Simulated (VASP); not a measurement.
# Mg (Fm-3m) in VASP: further runs

Mg is run at these levels: LDA; tasks: single point.

All numbers are computed with VASP 6.6.1; they aren't measurements. Logs are shortened: lines on timing, memory, paths and dates and some standing lists are left out, and cuts for length are marked.

## Step 1: The cell of the first run

Symmetry: Fm-3m, No. 225, cubic system. The conventional cell has a = 4.548 Å, b = 4.548 Å, c = 4.548 Å, α = 90.00°, β = 90.00°, γ = 90.00°. Mg (site symmetry m-3m) has 12 Mg at 3.22 Å within 4.2 Å.

## Step 2: Single point, LDA

Input file INCAR:

```
SYSTEM = Mg
PREC     = Accurate       ! precision mode
ENCUT    = 520            ! plane-wave cutoff, eV
EDIFF    = 1E-6           ! SCF threshold, eV
ISMEAR   = 0              ! smearing method
SIGMA    = 0.1            ! smearing width, eV
LREAL    = .FALSE.        ! projectors in reciprocal space
LASPH    = .TRUE.         ! aspherical terms in the spheres
NELM     = 60             ! most SCF steps
ALGO     = Normal         ! electronic algorithm
ISIF     = 2              ! what is computed and relaxed
LWAVE    = .FALSE.        ! write WAVECAR
LCHARG   = .FALSE.        ! write CHGCAR
GGA      = CA             ! functional
NBANDS   = 7              ! bands
```

Input file KPOINTS:

```
Automatic mesh
0
G
  9 9 9
  0 0 0
```

Input file POSCAR:

```
Mg
1.0
    0.0000000000      2.2737890710      2.2737890710
    2.2737890710      0.0000000000      2.2737890710
    2.2737890710      2.2737890710      0.0000000000
Mg
1
Direct
    0.0000000000      0.0000000000      0.0000000000
```

Potentials or basis: VASP PAW LDA potentials, release 64 (Mg).

Started as:

```
> cat potpaw_LDA.64/Mg/POTCAR > POTCAR
> mpirun -np 1 vasp_std > vasp.out
```

OUTCAR:

```text
SYSTEM = Mg
   PREC = Accurate
   ENCUT = 520
   EDIFF = 1E-6
   ISMEAR = 0
   LREAL = .FALSE.
   LASPH = .TRUE.
   NELM = 60
   ISIF = 2
   GGA = CA

 ion  position               nearest neighbor table
   1  0.000  0.000  0.000-

  LATTYP: Found a face centered cubic cell.
 ALAT       =     4.5475781420

  Lattice vectors:

 A1 = (   0.0000000000,   2.2737890710,   2.2737890710)
 A2 = (   2.2737890710,   0.0000000000,   2.2737890710)
 A3 = (   2.2737890710,   2.2737890710,   0.0000000000)

Analysis of symmetry for initial positions (statically):
=====================================================================
 Subroutine PRICEL returns:
 Original cell was already a primitive cell.

 Routine SETGRP: Setting up the symmetry group for a
 face centered cubic supercell.

 Subroutine GETGRP returns: Found 48 space group operations
 (whereof 48 operations were pure point group operations)
 out of a pool of 48 trial point group operations.

The static configuration has the point symmetry O_h .

Analysis of symmetry for dynamics (positions and initial velocities):
=====================================================================
 Subroutine PRICEL returns:
 Original cell was already a primitive cell.

 Routine SETGRP: Setting up the symmetry group for a
 face centered cubic supercell.

 Subroutine GETGRP returns: Found 48 space group operations
 (whereof 48 operations were pure point group operations)
 out of a pool of 48 trial point group operations.

The dynamic configuration has the point symmetry O_h .

 Subroutine INISYM returns: Found 48 space group operations
 (whereof 48 operations are pure point group operations),
 and found     1 'primitive' translations

----------------------------------------------------------------------------------------

                                     Primitive cell

  volume of cell :      23.5115

  direct lattice vectors                    reciprocal lattice vectors
     0.000000000  2.273789071  2.273789071    -0.219897266  0.219897266  0.219897266
     2.273789071  0.000000000  2.273789071     0.219897266 -0.219897266  0.219897266
     2.273789071  2.273789071  0.000000000     0.219897266  0.219897266 -0.219897266

  length of vectors
     3.215623342  3.215623342  3.215623342     0.380873237  0.380873237  0.380873237

  position of ions in fractional coordinates (direct lattice)
     0.000000000  0.000000000  0.000000000

  ion indices of the primitive-cell ions
   primitive index   ion index
                 1           1
[... 68 lines left out ...]
   LSORBIT =      F    spin-orbit coupling
   LASPH  =      T    aspherical Exc in radial PAW
   ENCUT  =  520.0 eV  38.22 Ry    6.18 a.u.   5.98  5.98  5.98*2*pi/ulx,y,z
   NELM   =     60;   NELMIN=  2; NELMDL= -5     # of ELM steps
   EDIFF  = 0.1E-05   stopping-criterion for ELM
   LREAL  =      F    real-space projection
   EDIFFG = 0.1E-04   stopping-criterion for IOM
   NSW    =      0    number of steps for IOM
   IBRION =     -1    ionic relax: 0-MD 1-quasi-New 2-CG
   NFREE  =      0    steps in history (QN), initial steepest desc. (CG)
   ISIF   =      2    stress and relaxation
   ISYM   =      2    0-nonsym 1-usesym 2-fastsym
   POTIM  = 0.5000    time-step for ionic-motion
   TEBEG  =    0.0;   TEEND  =   0.0 temperature during run
   PSTRESS=    0.0 pullay stress
   NELECT =       2.0000    total number of electrons
   NUPDOWN=      -1.0000    fix difference up-down
   EMIN   =  10.00;   EMAX   =-10.00  energy-range for DOS
   EFERMI =   0.00;   METHOD = LEGACY
   ISMEAR =     0;   SIGMA  =   0.10  broadening in eV -4-tet -1-fermi 0-gaus
   EFERMI_NEDOS =   21; number of points for ismear=-14 and -15
   IALGO  =     38    algorithm
   IMIX   =      4    mixing-type and parameters
     AMIX     =   0.40;   BMIX     =  1.00
     AMIX_MAG =   1.60;   BMIX_MAG =  1.00
  volume/ion in A,a.u.               =      23.51       158.66
  Fermi-wavevector in a.u.,A,eV,Ry     =   0.719987  1.360578  7.053006  0.518381
  Thomas-Fermi vector in A             =   1.809323
   LORBIT       =      0    0 simple, 1 ext, 2 COOP (PROOUT), +10 PAW based schemes
   GGA     = CA    functional components
   LHFCALC =     F    Hartree Fock is set to
   AEXX    =    0.0000 exact exchange contribution
   IVDW    =     0    specifies the selected vdW correction
   LEPSILON=     F    determine dielectric tensor
   LRPA    =     F    only Hartree local field effects (RPA)
 non-spin polarized calculation
 Gauss-broadening in eV      SIGMA  =   0.10
  energy-cutoff  :      520.00
  volume of cell :       23.51
 maximum number of plane-waves:       642
   NGX = 11   NGY = 11   NGZ = 11

 number of electron       2.0000000 magnetization

 Free energy of the ion-electron system (eV)
  ---------------------------------------------------
  ext. energy  EPLUGINS =         0.00000000
  ---------------------------------------------------
  free energy    TOTEN  =        -1.77374807 eV

  energy without entropy =       -1.77185796  energy(sigma->0) =       -1.77280302

 E-fermi :   2.2883     XC(G=0):  -8.6035

 val. band max:        2.1880512154   @ k =  -0.4444   0.2222   0.0000
 cond. band min:       2.2992211016   @ k =  -0.4444   0.4444   0.0000
 fundamental gap:      0.1111698862
 Fermi energy:         2.2883397440

 k-point     1 :       0.0000    0.0000    0.0000
  band No.  band energies     occupation
      1      -4.4709      2.00000
      2      14.4974      0.00000
      3      14.4974      0.00000
      4      14.4974      0.00000
      5      16.1614      0.00000
      6      16.1614      0.00000
      7      16.1614      0.00000
[... 221 lines left out ...]
 k-point    24 :       0.4444    0.4444    0.0000
  band No.  band energies     occupation
      1       1.0946      2.00000
      2       4.2979      0.00000
      3       8.5080      0.00000
      4       9.1663      0.00000
      5       9.1663      0.00000
      6      11.8549      0.00000
      7      24.8333      0.00000

 [... further k-points ...]
[... 5 lines left out ...]
  --------------------------------------------------------------------------------------
  -------------------------------------------------------------------------------------
  Total       -0.4210198     -0.4210198     -0.4210198     -0.0000000     -0.0000000     -0.0000000
  in kB      -28.6901373    -28.6901373    -28.6901373     -0.0000000     -0.0000000     -0.0000000
  external PRESSURE =     -28.6901373 kB  Pullay stress =       0.0000000 kB

 VOLUME and BASIS-vectors are now :
 -----------------------------------------------------------------------------
  energy-cutoff  :      520.00
  volume of cell :       23.51
      direct lattice vectors                 reciprocal lattice vectors
     0.000000000  2.273789071  2.273789071    -0.219897266  0.219897266  0.219897266
     2.273789071  0.000000000  2.273789071     0.219897266 -0.219897266  0.219897266
     2.273789071  2.273789071  0.000000000     0.219897266  0.219897266 -0.219897266

 POSITION                                       TOTAL-FORCE (eV/Angst)
 -----------------------------------------------------------------------------------
      0.00000      0.00000      0.00000        -0.000000      0.000000      0.000000
 -----------------------------------------------------------------------------------
    total drift:                                0.000000     -0.000000      0.000000

  FREE ENERGIE OF THE ION-ELECTRON SYSTEM (eV)
  ---------------------------------------------------
  free  energy   TOTEN  =        -1.7737480700 eV

  energy  without entropy=       -1.7718579620  energy(sigma->0) =       -1.77280302
```

OSZICAR:

```text
N       E                     dE             d eps       ncg     rms          rms(c)
DAV:   1    -0.131657237118E+01   -0.13166E+01   -0.61408E+02   532   0.177E+02
DAV:   2    -0.178239048744E+01   -0.46582E+00   -0.46503E+00   609   0.983E+00
DAV:   3    -0.178432208439E+01   -0.19316E-02   -0.19310E-02   735   0.665E-01
DAV:   4    -0.178432376065E+01   -0.16763E-05   -0.16761E-05   707   0.133E-02
DAV:   5    -0.178432377060E+01   -0.99526E-08   -0.98985E-08   707   0.627E-04    0.645E-01
DAV:   6    -0.177840118585E+01    0.59226E-02   -0.58922E-04   651   0.105E-01    0.409E-01
DAV:   7    -0.177375142461E+01    0.46498E-02   -0.20426E-03   616   0.192E-01    0.222E-02
DAV:   8    -0.177374848987E+01    0.29347E-05   -0.95359E-06   728   0.164E-02    0.475E-03
DAV:   9    -0.177374807002E+01    0.41985E-06   -0.22581E-07   658   0.193E-03
   1 F= -.17737481E+01 E0= -.17728030E+01  d E =-.189011E-02
```

Run time: 12 s. Hardware: 1 thread of AMD EPYC 7R13, shared host; peak memory 0.09 GiB.

Results:

| Item | Value |
| --- | --- |
| Free energy | -1.7737 eV |
| Pressure | -2.9 GPa |
| Band gap on the k mesh | zero (band 1 reaches 2.95 eV, above the bottom of band 2 at 1.51 eV) |

## Step 3: Single point, LDA

This run uses another cell than the first one, of 24.19 Å³/atom, 1.029 times its volume.

Input file INCAR:

```
SYSTEM = Mg
PREC = Accurate
ENCUT = 520
EDIFF = 1E-7
ISMEAR = 0
SIGMA = 0.1
LREAL = .FALSE.
LASPH = .TRUE.
NELM = 80
ALGO = Normal
ISIF = 2
LWAVE = .FALSE.
LCHARG = .FALSE.
GGA = CA
NBANDS = 7
```

KPOINTS is that of step 2.

Input file POSCAR:

```
Mg
1.0
    0.0000000000      2.2954455084      2.2954455084
    2.2954455084      0.0000000000      2.2954455084
    2.2954455084      2.2954455084      0.0000000000
Mg
1
Direct
    0.0000000000      0.0000000000      0.0000000000
```

Potentials or basis: VASP PAW LDA potentials, release 64 (Mg).

Started as:

```
> cat potpaw_LDA.64/Mg/POTCAR > POTCAR
> mpirun -np 1 vasp_std > vasp.out
```

OUTCAR:

```text
SYSTEM = Mg
   PREC = Accurate
   ENCUT = 520
   EDIFF = 1E-7
   ISMEAR = 0
   LREAL = .FALSE.
   LASPH = .TRUE.
   NELM = 80
   ISIF = 2
   GGA = CA

 ion  position               nearest neighbor table
   1  0.000  0.000  0.000-

  LATTYP: Found a face centered cubic cell.
 ALAT       =     4.5908910168

  Lattice vectors:

 A1 = (   0.0000000000,   2.2954455084,   2.2954455084)
 A2 = (   2.2954455084,   0.0000000000,   2.2954455084)
 A3 = (   2.2954455084,   2.2954455084,   0.0000000000)

Analysis of symmetry for initial positions (statically):
[... 410 lines left out ...]
      1       0.9749      2.00000
      2       4.1210      0.00000
      3       8.3142      0.00000
      4       8.8808      0.00000
      5       8.8808      0.00000
      6      11.4592      0.00000
      7      24.3165      0.00000

 [... further k-points ...]
[... 5 lines left out ...]
  --------------------------------------------------------------------------------------
  -------------------------------------------------------------------------------------
  Total       -0.5439388     -0.5439388     -0.5439388     -0.0000000     -0.0000000      0.0000000
  in kB      -36.0271274    -36.0271274    -36.0271274     -0.0000000     -0.0000000      0.0000000
  external PRESSURE =     -36.0271274 kB  Pullay stress =       0.0000000 kB

 VOLUME and BASIS-vectors are now :
 -----------------------------------------------------------------------------
  energy-cutoff  :      520.00
  volume of cell :       24.19
      direct lattice vectors                 reciprocal lattice vectors
     0.000000000  2.295445508  2.295445508    -0.217822640  0.217822640  0.217822640
     2.295445508  0.000000000  2.295445508     0.217822640 -0.217822640  0.217822640
     2.295445508  2.295445508  0.000000000     0.217822640  0.217822640 -0.217822640

 POSITION                                       TOTAL-FORCE (eV/Angst)
 -----------------------------------------------------------------------------------
      0.00000      0.00000      0.00000         0.000000      0.000000      0.000000
 -----------------------------------------------------------------------------------
    total drift:                               -0.000000      0.000000      0.000000

  FREE ENERGIE OF THE ION-ELECTRON SYSTEM (eV)
  ---------------------------------------------------
  free  energy   TOTEN  =        -1.7600161365 eV

  energy  without entropy=       -1.7582771017  energy(sigma->0) =       -1.75914662
```

It took 8.2 s on 1 thread of AMD EPYC 7R13, shared host; peak memory 0.09 GiB.

Results:

* Free energy: -1.7600 eV
* Pressure: -3.6 GPa
* Band gap on the k mesh: zero (band 1 reaches 2.80 eV, above the bottom of band 2 at 1.37 eV)
